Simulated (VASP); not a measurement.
Input of a VASP 6.6.1 run:

INCAR

```
PREC = Accurate
ENCUT = 520
EDIFF = 1E-6
ISMEAR = 0
SIGMA = 0.15
LREAL = F
LASPH = T
NELM = 80
ALGO = Normal
ISIF = 2
LWAVE = F
LCHARG = F
GGA = PE
NBANDS = 20
```

File KPOINTS:

```
regular mesh
0
Gamma
  18 18 10
```

File POSCAR:

```
Ta2N
1.0
    3.1011400556      0.0000000000      0.0000000000
   -1.5505700278      2.6856660688      0.0000000000
    0.0000000000      0.0000000000      4.8818900623
Ta N
2 1
Direct
    0.6759753444      0.3519506888      0.7449050322
    0.3240246556      0.6480493112      0.2550949678
    0.0000000000      0.0000000000      0.0000000000
```

Potentials or basis: VASP PAW PBE potentials, release 64 (Ta_pv, N).

Command:

```sh
$ cat potpaw_PBE.64/Ta_pv/POTCAR potpaw_PBE.64/N/POTCAR > POTCAR
$ mpirun -np 1 vasp_std > vasp.out
```

Question: What does it give for the largest force?

Answer: 0.342 eV/Å.

Question: Estimate the pressure.

Answer: 0.8 GPa.

Forces in eV/Å, atoms in the order of the input:
```
Ta   0.000 -0.337 -0.060
Ta   0.000  0.337  0.060
N    0.000  0.000  0.000
```

Caveat: the cell differs from its parent crystal (mode 4 (98.3 1/cm) frozen in, largest displacement -0.050 Å).
